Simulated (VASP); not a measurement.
Input of a VASP 6.6.1 run:

Contents of INCAR:

```
SYSTEM = Cu
ALGO     = Normal         ! electronic algorithm
EDIFF    = 1E-6           ! SCF threshold, eV
ENCUT    = 520            ! plane-wave cutoff, eV
GGA      = PE             ! functional
ISIF     = 2              ! what is computed and relaxed
ISMEAR   = -1             ! smearing method
LASPH    = .TRUE.         ! aspherical terms in the spheres
LCHARG   = .TRUE.         ! write CHGCAR
LELF     = .TRUE.         ! ELF
LREAL    = .FALSE.        ! projectors in reciprocal space
LVHAR    = .TRUE.       
LWAVE    = .FALSE.        ! write WAVECAR
NBANDS   = 12             ! bands
NELM     = 80             ! most SCF steps
PREC     = Accurate       ! precision mode
SIGMA    = 0.05           ! smearing width, eV
```

File KPOINTS:

```
k-points
0
G
  17 17 16
  0 0 0
```

File POSCAR:

```
Cu
1.0
    2.1999147254      0.0000000000      0.0000000000
   -1.0999573627      1.9051820384      0.0000000000
    0.0000000000      0.0000000000      2.1109350335
Cu
1
Direct
    0.0000000000      0.0000000000      0.0000000000
```

Potentials or basis: VASP PAW PBE potentials, release 64 (Cu).

The run is started by

```console
$ cat potpaw_PBE.64/Cu/POTCAR > POTCAR
$ mpirun -np 1 vasp_std > vasp.out
```

**Question.** What does it give for the pressure?

**Answer.** 118.9 GPa.

Stress tensor (GPa, compression positive):
```
119.10   0.00   0.00
  0.00 119.10   0.00
  0.00   0.00 118.50
```
